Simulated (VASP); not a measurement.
Crystal: TlSbO2.

```
Tl Sb O
1.0
     1.46445    0.84550    4.78286
    -1.46445    0.84550    4.78286
     0.00000   -1.69100    4.78286
Tl Sb O
1 1 2
Direct
  0.00000 0.00000 0.00000
  0.50000 0.50000 0.50000
  0.25000 0.25000 0.25000
  0.75000 0.75000 0.75000
```

* Program: VASP 6.6.1
* Task: relaxation of cell and atoms
* Functional: PBEsol
* Potentials or basis: VASP PAW PBE potentials, release 64 (Tl_d, Sb, O)
* Cutoff: 600 eV
* k mesh: 8 × 8 × 8
* Occupations: fermi-dirac, width 0.03 eV
* Spin: no spin polarisation

At the start: pressure 248.6 GPa; volume 8.88 Å³/atom.

Problem. Where does the relaxation end?

Solution. Over 17 steps the energy falls by 3472.1 meV/atom and the volume is 16.23 Å³/atom (+82.7 %); space group R-3m (No. 166, to 0.05 Å).

The path:
```csv
step,energy change (eV),largest force (eV/Å),pressure (GPa),volume (Å³)
1,0.0000,1.6595,248.58,35.53
2,6.5431,1.2119,-42.73,163.97
3,-12.5195,1.9527,-17.44,74.86
4,-13.0328,1.9646,-10.07,68.79
5,-13.2049,1.9699,0.35,62.99
6,-13.2054,1.9693,-1.07,63.65
7,-13.5008,1.5455,-0.74,63.71
8,-13.8311,0.3711,0.86,63.84
9,-13.8543,0.0110,1.62,63.88
10,-13.8719,0.0120,-1.93,65.89
11,-13.8726,0.0134,-1.37,65.56
12,-13.8866,0.1020,-0.13,65.13
13,-13.8866,0.1029,-0.12,65.13
14,-13.8878,0.0691,0.04,64.99
15,-13.8884,0.0141,0.28,64.79
16,-13.8880,0.0426,-0.56,65.16
17,-13.8886,0.0043,0.00,64.91
```

Final structure:
```
Tl Sb O
1.0
     1.75078    1.01081    6.11261
    -1.75078    1.01081    6.11261
     0.00000   -2.02163    6.11261
Tl Sb O
1 1 2
Direct
  0.00000 0.00000 0.00000
  0.50000 0.50000 0.50000
  0.22927 0.22927 0.22927
  0.77073 0.77073 0.77073
```

Caveat: the volume moved by over 15 % at a fixed basis, so the end points are rough; the PAW data sets were made with another functional, which shifts forces and pressure a little.
